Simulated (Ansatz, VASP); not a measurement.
# One calculation of AlNi, two programs

File INCAR:

```
SYSTEM = AlNi
  PREC = Accurate
  ENCUT = 520
  EDIFF = 1E-6
  ISMEAR = 0
  SIGMA = 0.15
  LREAL = .FALSE.
  LASPH = .TRUE.
  NELM = 100
  ALGO = Fast
  ISIF = 2
  LWAVE = .FALSE.
  LCHARG = .FALSE.
  GGA = PE
  NBANDS = 14
```

The input KPOINTS:

```
regular mesh
0
G
  15 15 14
  0 0 0
```

Contents of POSCAR:

```
AlNi
1.0
    2.3256648924     -1.2427731077     -0.4228374901
    2.3917534067      1.3465306227     -0.1551244940
   -1.8646512189      0.3502206323      4.3061789639
Al Ni
1 1
Direct
    0.0028494701      0.0011804936     -0.0004122012
    0.4971505299      0.4988195064      0.5004122012
```

Input for Ansatz:

```yaml
crystal:
  lattice:
    - [2.3256648924, -1.2427731077, -0.4228374901]
    - [2.3917534067, 1.3465306227, -0.155124494]
    - [-1.8646512189, 0.3502206323, 4.3061789639]
  atoms:
    - { symbol: Al, position: [0.0028494701, 0.0011804936, -0.0004122012] }
    - { symbol: Ni, position: [0.4971505299, 0.4988195064, 0.5004122012] }
basis:
  ecutwfc: 420
kpoints:
  mp_grid: { grid: [15, 15, 14] }
hamiltonian:
  xc: pbe
scf:
  occupations: { method: gaussian, width: 0.15 }
output:
  forces: true
  stress: true
  eigenvalues: true
```

Change from the starting cell: cell sheared at random, sigma 0.1, atoms nudged by 0.01 Å.

Alike in both runs: task single point; functional PBE; k mesh 15 × 15 × 14; occupations gaussian, width 0.15 eV; no spin polarisation.

|  | VASP | Ansatz |
| --- | --- | --- |
| version | VASP 6.6.1 | Ansatz 0.2.0 |
| potentials or method | VASP PAW PBE potentials, release 64 (Al, Ni), cutoff 520 eV | scalar-relativistic, plane waves, PAW |
| valence electrons in the cell | 13 | 21 |

|  | VASP | Ansatz | Ansatz less VASP |
| --- | --- | --- | --- |
| gap on the k mesh at the Fermi level (eV) | none | none | - |
| pressure (GPa) | 4.6 | 4.5 | -0.11 |
| traceless stress, the component that is largest in VASP (GPa) | 8.83 | 8.86 | +0.031 |
| rms of the force components (eV/Å) | 0.043 | 0.043 | -0.0001 |

Atom by atom the forces differ by 0.000 eV/Å (rms over components). A gap of «none» marks a metal or a gap that the smearing closes. With one functional, cell and mesh, what is left measures potentials, basis and numerics. VASP's potentials hold 13 valence electrons a cell and Ansatz's 21, so a difference there can come from the potentials and not from the codes.
